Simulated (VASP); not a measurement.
# BeTe (F-43m) in VASP: notebook

Aim: see how the results for BeTe move with the level of theory and the settings. Levels: r2SCAN, PBEsol, LDA, PBE. Tasks: single point, relaxation of cell and atoms.

All numbers are computed with VASP 6.6.1; they aren't measurements. Logs are shortened: lines on timing, memory, paths and dates and some standing lists are left out, and cuts for length are marked.

## 1. The cell of the first run

It takes space group F-43m (No. 216, cubic). Conventional cell: a = 5.657 Å, b = 5.657 Å, c = 5.657 Å, α = 90.00°, β = 90.00°, γ = 90.00°. Within 3.2 Å of Be (site symmetry -43m) lie 4 Te at 2.45 Å. Te (site symmetry -43m) has 4 Be at 2.45 Å within 3.2 Å.

## 2. Single point, r2SCAN

POSCAR

```
BeTe
1.0
    0.0000000000      2.8286236224      2.8286236224
    2.8286236224      0.0000000000      2.8286236224
    2.8286236224      2.8286236224      0.0000000000
Be Te
1 1
Direct
    0.0000000000      0.0000000000      0.0000000000
    0.2500000000      0.2500000000      0.2500000000
```

INCAR.step1

```
SYSTEM = BeTe
PREC = Accurate
ENCUT = 520
ISMEAR = -1
SIGMA = 0.02
LREAL = .False.
LASPH = .True.
NELM = 80
NBANDS = 11
GGA = PE
ALGO = Normal
EDIFF = 1E-4
LWAVE = .True.
LCHARG = .False.
```

INCAR.step2

```
SYSTEM = BeTe
PREC = Accurate
ENCUT = 520
EDIFF = 1E-6
ISMEAR = -1
SIGMA = 0.02
LREAL = .False.
LASPH = .True.
NELM = 80
ALGO = Normal
ISIF = 2
LWAVE = .False.
LCHARG = .False.
METAGGA = R2SCAN
LMIXTAU = .True.
NBANDS = 11
ISTART = 1
```

KPOINTS

```
Automatic mesh
0
Gamma
  8 8 8
  0 0 0
```

Potentials or basis: VASP PAW PBE potentials, release 64 (Be, Te).

Run with:

```console
$ cat potpaw_PBE.64/Be/POTCAR potpaw_PBE.64/Te/POTCAR > POTCAR
$ cp INCAR.step1 INCAR
$ mpirun -np 1 vasp_std > vasp.out
$ cp INCAR.step2 INCAR
$ mpirun -np 1 vasp_std > vasp.out
```

OUTCAR:

```text
SYSTEM = BeTe
   PREC = Accurate
   ENCUT = 520
   EDIFF = 1E-6
   ISMEAR = -1
   LREAL = .False.
   LASPH = .True.
   NELM = 80
   ISIF = 2
   METAGGA = R2SCAN
   ISTART = 1

 ion  position               nearest neighbor table
   1  0.000  0.000  0.000-   2 2.45   2 2.45   2 2.45   2 2.45
   2  0.250  0.250  0.250-   1 2.45   1 2.45   1 2.45   1 2.45

  LATTYP: Found a face centered cubic cell.
 ALAT       =     5.6572472448

  Lattice vectors:

 A1 = (   0.0000000000,   2.8286236224,   2.8286236224)
 A2 = (   2.8286236224,   0.0000000000,   2.8286236224)
 A3 = (   2.8286236224,   2.8286236224,   0.0000000000)

Analysis of symmetry for initial positions (statically):
=====================================================================
 Subroutine PRICEL returns:
 Original cell was already a primitive cell.

 Routine SETGRP: Setting up the symmetry group for a
 face centered cubic supercell.

 Subroutine GETGRP returns: Found 24 space group operations
 (whereof 24 operations were pure point group operations)
 out of a pool of 48 trial point group operations.

The static configuration has the point symmetry T_d .

Analysis of symmetry for dynamics (positions and initial velocities):
=====================================================================
 Subroutine PRICEL returns:
 Original cell was already a primitive cell.

 Routine SETGRP: Setting up the symmetry group for a
 face centered cubic supercell.

 Subroutine GETGRP returns: Found 24 space group operations
 (whereof 24 operations were pure point group operations)
 out of a pool of 48 trial point group operations.

The dynamic configuration has the point symmetry T_d .

 Subroutine INISYM returns: Found 24 space group operations
 (whereof 24 operations are pure point group operations),
 and found     1 'primitive' translations

----------------------------------------------------------------------------------------

                                     Primitive cell

  volume of cell :      45.2643

  direct lattice vectors                    reciprocal lattice vectors
     0.000000000  2.828623622  2.828623622    -0.176764415  0.176764415  0.176764415
     2.828623622  0.000000000  2.828623622     0.176764415 -0.176764415  0.176764415
     2.828623622  2.828623622  0.000000000     0.176764415  0.176764415 -0.176764415

  length of vectors
     4.000277890  4.000277890  4.000277890     0.306164948  0.306164948  0.306164948

[... 80 lines left out ...]
   EDIFF  = 0.1E-05   stopping-criterion for ELM
   LREAL  =      F    real-space projection
   EDIFFG = 0.1E-04   stopping-criterion for IOM
   NSW    =      0    number of steps for IOM
   IBRION =     -1    ionic relax: 0-MD 1-quasi-New 2-CG
   NFREE  =      0    steps in history (QN), initial steepest desc. (CG)
   ISIF   =      2    stress and relaxation
   ISYM   =      2    0-nonsym 1-usesym 2-fastsym
   POTIM  = 0.5000    time-step for ionic-motion
   TEBEG  =    0.0;   TEEND  =   0.0 temperature during run
   PSTRESS=    0.0 pullay stress
   NELECT =       8.0000    total number of electrons
   NUPDOWN=      -1.0000    fix difference up-down
   EMIN   =  10.00;   EMAX   =-10.00  energy-range for DOS
   EFERMI =   0.00;   METHOD = LEGACY
   ISMEAR =    -1;   SIGMA  =   0.02  broadening in eV -4-tet -1-fermi 0-gaus
   EFERMI_NEDOS =   21; number of points for ismear=-14 and -15
   IALGO  =     38    algorithm
   IMIX   =      4    mixing-type and parameters
     AMIX     =   0.40;   BMIX     =  1.00
     AMIX_MAG =   1.60;   BMIX_MAG =  1.00
  volume/ion in A,a.u.               =      22.63       152.73
  Fermi-wavevector in a.u.,A,eV,Ry     =   0.918727  1.736142 11.484116  0.844059
  Thomas-Fermi vector in A             =   2.043841
   LORBIT       =      0    0 simple, 1 ext, 2 COOP (PROOUT), +10 PAW based schemes
   METAGGA = R2SCAN    functional components
   LHFCALC =     F    Hartree Fock is set to
   AEXX    =    0.0000 exact exchange contribution
   IVDW    =     0    specifies the selected vdW correction
   LEPSILON=     F    determine dielectric tensor
   LRPA    =     F    only Hartree local field effects (RPA)
 non-spin polarized calculation
  energy-cutoff  :      520.00
  volume of cell :       45.26
 maximum number of plane-waves:      1243
 NGX is ok and might be reduce to    30
   NGX = 15   NGY = 15   NGZ = 15

 number of electron       8.0000000 magnetization

 Free energy of the ion-electron system (eV)
  ---------------------------------------------------
  ext. energy  EPLUGINS =         0.00000000
  ---------------------------------------------------
  free energy    TOTEN  =       -30.68491800 eV

  energy without entropy =      -30.68491800  energy(sigma->0) =      -30.68491800

 E-fermi :   5.2115     XC(G=0):  -9.4229

 val. band max:        4.7863678503   @ k =   0.0000   0.0000   0.0000
 cond. band min:       7.1552813233   @ k =   0.5000   0.5000   0.0000
 fundamental gap:      2.3689134730
 Fermi energy:         5.2114920407

 k-point     1 :       0.0000    0.0000    0.0000
  band No.  band energies     occupation
      1      -7.9091      2.00000
      2       4.7864      2.00000
      3       4.7864      2.00000
      4       4.7864      2.00000
      5       8.8167      0.00000
      6       8.8167      0.00000
      7       8.8167      0.00000
      8       9.1925      0.00000
      9      13.8015      0.00000
     10      15.5067      0.00000
     11      15.5067      0.00000
[... 309 lines left out ...]
 k-point    24 :      -0.3750    0.2500    0.1250
  band No.  band energies     occupation
      1      -6.2477      2.00000
      2      -0.4622      2.00000
      3       1.8428      2.00000
      4       2.8590      2.00000
      5       9.4744      0.00000
      6       9.5731      0.00000
      7      12.0189      0.00000
      8      13.1726      0.00000
      9      13.8239      0.00000
     10      17.0679      0.00000
     11      17.4346      0.00000

 [... further k-points ...]
[... 5 lines left out ...]
  --------------------------------------------------------------------------------------
  -------------------------------------------------------------------------------------
  Total        0.0462696      0.0462696      0.0462696      0.0000000     -0.0000000      0.0000000
  in kB        1.6377630      1.6377630      1.6377630      0.0000000     -0.0000000      0.0000000
  external PRESSURE =       1.6377630 kB  Pullay stress =       0.0000000 kB

 VOLUME and BASIS-vectors are now :
 -----------------------------------------------------------------------------
  energy-cutoff  :      520.00
  volume of cell :       45.26
      direct lattice vectors                 reciprocal lattice vectors
     0.000000000  2.828623622  2.828623622    -0.176764415  0.176764415  0.176764415
     2.828623622  0.000000000  2.828623622     0.176764415 -0.176764415  0.176764415
     2.828623622  2.828623622  0.000000000     0.176764415  0.176764415 -0.176764415

 POSITION                                       TOTAL-FORCE (eV/Angst)
 -----------------------------------------------------------------------------------
      0.00000      0.00000      0.00000        -0.000000     -0.000000     -0.000000
      1.41431      1.41431      1.41431         0.000000      0.000000      0.000000
 -----------------------------------------------------------------------------------
    total drift:                                0.000000      0.000000      0.000000

  FREE ENERGIE OF THE ION-ELECTRON SYSTEM (eV)
  ---------------------------------------------------
  free  energy   TOTEN  =       -30.6849179981 eV

  energy  without entropy=      -30.6849179981  energy(sigma->0) =      -30.68491800
```

OSZICAR.step1:

```text
N       E                     dE             d eps       ncg     rms          rms(c)
DAV:   1     0.197518793730E+02    0.19752E+02   -0.31938E+03   638   0.577E+02
DAV:   2    -0.650956722499E+01   -0.26261E+02   -0.24469E+02   847   0.912E+01
DAV:   3    -0.773317492942E+01   -0.12236E+01   -0.12202E+01   818   0.207E+01
DAV:   4    -0.774708661472E+01   -0.13912E-01   -0.13909E-01   764   0.251E+00
DAV:   5    -0.774737667318E+01   -0.29006E-03   -0.29006E-03   818   0.363E-01    0.405E+00
DAV:   6    -0.765203500269E+01    0.95342E-01   -0.11135E-01   731   0.134E+00    0.243E+00
DAV:   7    -0.762321648642E+01    0.28819E-01   -0.96519E-02   746   0.136E+00    0.458E-01
DAV:   8    -0.762391277730E+01   -0.69629E-03   -0.59899E-03   725   0.443E-01    0.751E-02
DAV:   9    -0.762415860463E+01   -0.24583E-03   -0.31594E-04   766   0.105E-01    0.299E-02
DAV:  10    -0.762422334998E+01   -0.64745E-04   -0.80063E-05   718   0.462E-02
   1 F= -.76242233E+01 E0= -.76242233E+01  d E =-.168489E-10
```

Run time: 33 s. Hardware: 1 thread of AMD EPYC 9R45 (Zen 5), shared host; peak memory 0.15 GiB.

What came out:

```
Free energy            : -30.6849 eV
Pressure               : 0.2 GPa
Band gap on the k mesh : 2.37 eV (least direct gap 4.03 eV)
```

Caveat: the PAW data sets were made with another functional, which shifts forces and pressure a little; spin-orbit coupling is left out, which moves the levels of the heavy elements. A k mesh can miss the band edges.

## 3. Relaxation of cell and atoms, PBEsol

This run uses another cell than the first one, of 22.71 Å³/atom.

INCAR

```
SYSTEM = BeTe
PREC = Accurate
ENCUT = 600
EDIFF = 1E-7
ISMEAR = -1
SIGMA = 0.02
LREAL = .FALSE.
LASPH = .TRUE.
NELM = 60
ALGO = Normal
ISIF = 3
LWAVE = .FALSE.
LCHARG = .FALSE.
GGA = PS
IBRION = 2
NSW = 80
EDIFFG = -0.005
```

KPOINTS

```
regular mesh
0
G
  8 8 8
  0 0 0
```

POSCAR

```
BeTe
1.0
    0.0000000000      2.8319820891      2.8319820891
    2.8319820891      0.0000000000      2.8319820891
    2.8319820891      2.8319820891      0.0000000000
Be Te
1 1
Direct
    0.0000000000      0.0000000000      0.0000000000
    0.2500000000      0.2500000000      0.2500000000
```

Potentials or basis: VASP PAW PBE potentials, release 64 (Be, Te).

Run with:

```console
$ cat potpaw_PBE.64/Be/POTCAR potpaw_PBE.64/Te/POTCAR > POTCAR
$ mpirun -np 1 vasp_std > vasp.out
```

Run time: 16 s. Hardware: 1 thread of AMD EPYC 9R45 (Zen 5), shared host; peak memory 0.15 GiB.

The run converged. Its results:

- Free energy: -8.2160 eV
- Relaxed volume: 22.10 Å³/atom
- Relaxed cell: a = 3.968 Å, b = 3.968 Å, c = 3.968 Å, α = 60.00°, β = 60.00°, γ = 60.00°
- Space group after relaxing (to 0.1 Å): F-43m (No. 216)
- Energy gained by relaxing: 3.1 meV/atom
- Ionic steps: 3
- Pressure after relaxing: 0.0 GPa
- Band gap on the k mesh: 1.83 eV (least direct gap 3.59 eV)

Step by step:
| step | energy change (eV) | largest force (eV/Å) | pressure (GPa) | volume (Å³) |
| --- | --- | --- | --- | --- |
| 1 | 0.0000 | 0.0000 | -1.57 | 45.43 |
| 2 | -0.0060 | 0.0000 | 0.29 | 43.98 |
| 3 | -0.0062 | 0.0000 | 0.01 | 44.19 |

Final structure:
```cif
data_structure
_symmetry_space_group_name_H-M 'P 1'
_symmetry_Int_Tables_number 1
_cell_length_a 3.9684
_cell_length_b 3.9684
_cell_length_c 3.9684
_cell_angle_alpha 60.000
_cell_angle_beta 60.000
_cell_angle_gamma 60.000
_cell_volume 44.19
loop_
_atom_site_label
_atom_site_type_symbol
_atom_site_fract_x
_atom_site_fract_y
_atom_site_fract_z
_atom_site_occupancy
Be1 Be 0.00000 0.00000 0.00000 1
Te1 Te 0.25000 0.25000 0.25000 1
```

Levels at points of the mesh, in eV from the valence-band top:
```
           k point  band 1  band 2  band 3  band 4  band 5  band 6  band 7  band 8
(0.00, 0.00, 0.00)  -12.40    0.00    0.00    0.00    3.59    3.59    3.59    3.81
(0.50, 0.00, 0.00)  -11.03   -5.64   -1.15   -1.15    3.06    4.55    4.55    7.66
(0.50, 0.50, 0.00)  -10.52   -5.19   -2.70   -2.70    1.83    2.60    9.77    9.77
```

Caveat: the PAW data sets were made with another functional, which shifts forces and pressure a little; spin-orbit coupling is left out, which moves the levels of the heavy elements. A k mesh can miss the band edges.

## 4. Relaxation of cell and atoms, LDA

This run uses another cell than the first one, of 22.71 Å³/atom.

INCAR

```
PREC = Accurate
ENCUT = 600
EDIFF = 1E-6
ISMEAR = -1
SIGMA = 0.02
LREAL = F
LASPH = T
NELM = 80
ALGO = Normal
ISIF = 3
LWAVE = F
LCHARG = F
IBRION = 2
NSW = 80
EDIFFG = -0.005
```

KPOINTS

```
regular mesh
0
Gamma
  8 8 8
```

POSCAR is that of step 3.

Potentials or basis: VASP PAW LDA potentials, release 64 (Be, Te).

Run with:

```console
$ cat potpaw_LDA.64/Be/POTCAR potpaw_LDA.64/Te/POTCAR > POTCAR
$ mpirun -np 1 vasp_std > vasp.out
```

It took 12 s on 1 thread of AMD EPYC 9R45 (Zen 5), shared host; peak memory 0.13 GiB.

The run converged. Its results:

```
Free energy                           : -8.7268 eV
Relaxed volume                        : 21.51 Å³/atom
Relaxed cell                          : a = 3.933 Å, b = 3.933 Å, c = 3.933 Å, α = 60.00°, β = 60.00°, γ = 60.00°
Space group after relaxing (to 0.1 Å) : F-43m (No. 216)
Energy gained by relaxing             : 12.2 meV/atom
Ionic steps                           : 3
Pressure after relaxing               : 0.0 GPa
Band gap on the k mesh                : 1.78 eV (least direct gap 3.55 eV)
```

The path:
```
step  energy change (eV)  largest force (eV/Å)  pressure (GPa)  volume (Å³)
   1              0.0000                0.0000           -3.10        45.43
   2             -0.0235                0.0000            0.64        42.60
   3             -0.0244                0.0000            0.02        43.02
```

Final structure:
```cif
data_structure
_symmetry_space_group_name_H-M 'P 1'
_symmetry_Int_Tables_number 1
_cell_length_a 3.9329
_cell_length_b 3.9329
_cell_length_c 3.9329
_cell_angle_alpha 60.000
_cell_angle_beta 60.000
_cell_angle_gamma 60.000
_cell_volume 43.02
loop_
_atom_site_label
_atom_site_type_symbol
_atom_site_fract_x
_atom_site_fract_y
_atom_site_fract_z
_atom_site_occupancy
Be1 Be 0.00000 0.00000 0.00000 1
Te1 Te 0.25000 0.25000 0.25000 1
```

Levels at points of the mesh, in eV from the valence-band top:
```tsv
k point	band 1	band 2	band 3	band 4	band 5	band 6	band 7	band 8
(0.00, 0.00, 0.00)	-12.57	0.00	0.00	0.00	3.55	3.55	3.55	4.00
(0.50, 0.00, 0.00)	-11.14	-5.78	-1.19	-1.19	3.15	4.54	4.54	7.64
(0.50, 0.50, 0.00)	-10.62	-5.28	-2.79	-2.79	1.78	2.60	9.83	9.83
```

Caveat: spin-orbit coupling is left out, which moves the levels of the heavy elements.

(Part 1 of 2 ends here.)
